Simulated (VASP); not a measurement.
# CsPbCl3 (Pm-3m) in VASP: a series of runs, part 2 of 2

VASP 6.6.1. The steps go on from the part before.

### Step 4. Relaxation of cell and atoms, LDA

The input, INCAR:

```
PREC = Accurate
ENCUT = 600
EDIFF = 1E-6
ISMEAR = -1
SIGMA = 0.02
LREAL = False
LASPH = True
NELM = 60
ALGO = Normal
ISIF = 3
LWAVE = False
LCHARG = False
GGA = CA
IBRION = 2
NSW = 80
EDIFFG = -0.01
```

The input, KPOINTS:

```
Automatic mesh
0
Gamma
  6 6 6
```

The input, POSCAR:

```
CsPbCl3
1.0
    5.6050000000      0.0000000000      0.0000000000
    0.0000000000      5.6050000000      0.0000000000
    0.0000000000      0.0000000000      5.6050000000
Cs Pb Cl
1 1 3
Direct
    0.0000000000      0.0000000000      0.0000000000
    0.5000000000      0.5000000000      0.5000000000
    0.5000000000      0.5000000000      0.0000000000
    0.0000000000      0.5000000000      0.5000000000
    0.5000000000      0.0000000000      0.5000000000
```

Potentials or basis: VASP PAW LDA potentials, release 64 (Cs_sv, Pb_d, Cl).

The run is started by

```
$ cat potpaw_LDA.64/Cs_sv/POTCAR potpaw_LDA.64/Pb_d/POTCAR potpaw_LDA.64/Cl/POTCAR > POTCAR
$ mpirun -np 1 vasp_std > vasp.out
```

OUTCAR:

```text
PREC = Accurate
   ENCUT = 600
   EDIFF = 1E-6
   ISMEAR = -1
   LREAL = False
   LASPH = True
   NELM = 60
   ISIF = 3
   GGA = CA
   IBRION = 2
   NSW = 80
   EDIFFG = -0.01

 ion  position               nearest neighbor table
   1  0.000  0.000  0.000-
   2  0.500  0.500  0.500-   3 2.80   4 2.80   5 2.80   3 2.80   5 2.80   4 2.80
   3  0.500  0.500  0.000-   2 2.80   2 2.80
   4  0.000  0.500  0.500-   2 2.80   2 2.80
   5  0.500  0.000  0.500-   2 2.80   2 2.80

  LATTYP: Found a simple cubic cell.
 ALAT       =     5.6050000000

  Lattice vectors:

 A1 = (   5.6050000000,   0.0000000000,   0.0000000000)
 A2 = (   0.0000000000,   5.6050000000,   0.0000000000)
 A3 = (   0.0000000000,   0.0000000000,   5.6050000000)

Analysis of symmetry for initial positions (statically):
=====================================================================
 Subroutine PRICEL returns:
 Original cell was already a primitive cell.

 Routine SETGRP: Setting up the symmetry group for a
 simple cubic supercell.

 Subroutine GETGRP returns: Found 48 space group operations
 (whereof 48 operations were pure point group operations)
 out of a pool of 48 trial point group operations.
[... 152 lines left out ...]
 NGX is ok and might be reduce to    48
   NGX = 23   NGY = 23   NGZ = 23

--------------------------------------- Ionic step        1  -------------------------------------------

 number of electron      43.9999986 magnetization

 Free energy of the ion-electron system (eV)
  ---------------------------------------------------
  ext. energy  EPLUGINS =         0.00000000
  ---------------------------------------------------
  free energy    TOTEN  =       -19.40255457 eV

  energy without entropy =      -19.40255457  energy(sigma->0) =      -19.40255457

------------------------ aborting loop because EDIFF is reached ----------------------------------------

  FORCE on cell =-STRESS in cart. coord.  units (eV):
  Direction    XX          YY          ZZ          XY          YZ          ZX
  --------------------------------------------------------------------------------------
  -------------------------------------------------------------------------------------
  Total       -1.2782692     -1.2782692     -1.2782692     -0.0000000     -0.0000000     -0.0000000
  in kB      -11.6307053    -11.6307053    -11.6307053     -0.0000000     -0.0000000     -0.0000000
  external PRESSURE =     -11.6307053 kB  Pullay stress =       0.0000000 kB
[... 65 lines left out ...]
--------------------------------------- Ionic step        3  -------------------------------------------

 number of electron      43.9999999 magnetization

 Free energy of the ion-electron system (eV)
  ---------------------------------------------------
  ext. energy  EPLUGINS =         0.00000000
  ---------------------------------------------------
  free energy    TOTEN  =       -19.43049192 eV

  energy without entropy =      -19.43049192  energy(sigma->0) =      -19.43049192

 E-fermi :   2.5971     XC(G=0):  -8.4636

 val. band max:        2.1492975204   @ k =   0.5000   0.5000   0.5000
 cond. band min:       3.6615793905   @ k =   0.5000   0.5000   0.5000
 fundamental gap:      1.5122818701
 Fermi energy:         2.5971359625

 k-point     1 :       0.0000    0.0000    0.0000
  band No.  band energies     occupation
      1     -19.3702      2.00000
      2     -14.8874      2.00000
      3     -14.8874      2.00000
      4     -14.5667      2.00000
      5     -14.5667      2.00000
      6     -14.5667      2.00000
[... 601 lines left out ...]
  FREE ENERGIE OF THE ION-ELECTRON SYSTEM (eV)
  ---------------------------------------------------
  free  energy   TOTEN  =       -19.4304919237 eV

  energy  without entropy=      -19.4304919237  energy(sigma->0) =      -19.43049192

 reached required accuracy - stopping structural energy minimisation
```

Wall time 98 s (1 thread of Intel Xeon 6975P-C (Granite Rapids), shared host); peak memory 0.33 GiB.

Results:

```yaml
Free_energy: -19.4305 eV
Relaxed_volume: 33.74 Å³/atom
Relaxed_cell: a = 5.525 Å, b = 5.525 Å, c = 5.525 Å, α = 90.00°, β = 90.00°, γ = 90.00°
Space_group_after_relaxing_to_0.1_Å: Pm-3m (No. 221)
Energy_gained_by_relaxing: 5.6 meV/atom
Ionic_steps: 3
Pressure_after_relaxing: 0.0 GPa
Band_gap_on_the_k_mesh: 1.51 eV
```

Step by step:
| step | energy change (eV) | largest force (eV/Å) | pressure (GPa) | volume (Å³) |
| --- | --- | --- | --- | --- |
| 1 | 0.0000 | 0.0000 | -1.16 | 176.09 |
| 2 | -0.0274 | 0.0000 | -0.17 | 169.65 |
| 3 | -0.0279 | 0.0000 | -0.01 | 168.68 |

Final structure:
```xyz
5
Lattice="5.5253 0.0000 0.0000 0.0000 5.5253 0.0000 0.0000 0.0000 5.5253" Properties=species:S:1:pos:R:3 pbc="T T T"
Cs    0.0000    0.0000    0.0000
Pb    2.7626    2.7626    2.7626
Cl    2.7626    2.7626    0.0000
Cl    0.0000    2.7626    2.7626
Cl    2.7626    0.0000    2.7626
```

Levels at points of the mesh, in eV from the valence-band top:
```tsv
k point	band 19	band 20	band 21	band 22	band 23	band 24	band 25	band 26
(0.00, 0.00, 0.00)	-2.99	-2.85	-2.85	-2.85	2.73	3.67	3.67	4.67
(0.50, 0.00, 0.00)	-3.09	-2.99	-2.99	-1.86	2.76	4.16	4.69	5.07
(0.50, 0.50, 0.00)	-3.20	-3.05	-2.52	-0.90	2.19	2.19	4.65	4.92
(0.50, 0.50, 0.50)	-2.50	-2.50	-2.50	0.00	1.51	1.51	1.51	4.53
```

Caveat: spin-orbit coupling is left out, which moves the levels of the heavy elements. LDA usually gives volumes a few per cent too small.

### Step 5. The runs side by side

```csv
level,potentials or basis,gap on the mesh (eV),pressure (GPa),relaxed volume (Å³/atom)
PBE,"VASP PAW PBE potentials, release 64 (Cs_sv, Pb_d, Cl)",2.22,0.0,37.73
PBEsol,"VASP PAW PBE potentials, release 64 (Cs_sv, Pb_d, Cl)",1.83,0.0,35.43
LDA,"VASP PAW LDA potentials, release 64 (Cs_sv, Pb_d, Cl)",1.51,0.0,33.74
```

Alike in all rows: task relaxation of cell and atoms; no spin polarisation; cell relaxed; k mesh 6 × 6 × 6; cutoff (eV) 600; smearing fermi-dirac 0.02 eV.

Caveats: spin-orbit coupling is left out, which moves the levels of the heavy elements; the PAW data sets were made with another functional, which shifts forces and pressure a little (at least some runs).

Total energies depend on the potentials used, so only differences within one code and one set of settings carry meaning.
